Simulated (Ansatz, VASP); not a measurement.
Two plane-wave programs on Si

```
CELL_PARAMETERS angstrom
3.58151 -0.15404 0.00000
-1.92416 3.64562 0.00000
0.00000 0.00000 6.36468
ATOMIC_POSITIONS crystal
Si 0.33333 0.66667 0.06293
Si 0.66667 0.33333 0.56293
Si 0.33333 0.66667 0.43707
Si 0.66667 0.33333 0.93707
```

Change from the starting cell: engineering shear strain xy -0.0800, strain +e along x and -e along y -0.0700.

Alike in both runs: task single point; functional PBE; k mesh 12 × 12 × 6; occupations gaussian, width 0.05 eV; no spin polarisation.

|  | VASP | Ansatz |
| --- | --- | --- |
| version | VASP 6.6.1 | Ansatz 0.2.0 |
| potentials or method | VASP PAW PBE potentials, release 64 (Si), cutoff 520 eV | scalar-relativistic, plane waves, PAW |
| valence electrons in the cell | 16 | 16 |

Ansatz gave:

```
gap on the k mesh at the Fermi level (eV)                     : none
pressure (GPa)                                                : 1.9
traceless stress, the component that is largest in VASP (GPa) : 12.21
rms of the force components (eV/Å)                            : 0.818
```

Q: What did VASP give for the same quantities?

A: gap on the k mesh at the Fermi level (eV): none; pressure (GPa): 1.9; traceless stress, the component that is largest in VASP (GPa): 12.23; rms of the force components (eV/Å): 0.814.

Atom by atom the forces differ by 0.004 eV/Å (rms over components). A gap of «none» marks a metal or a gap that the smearing closes.
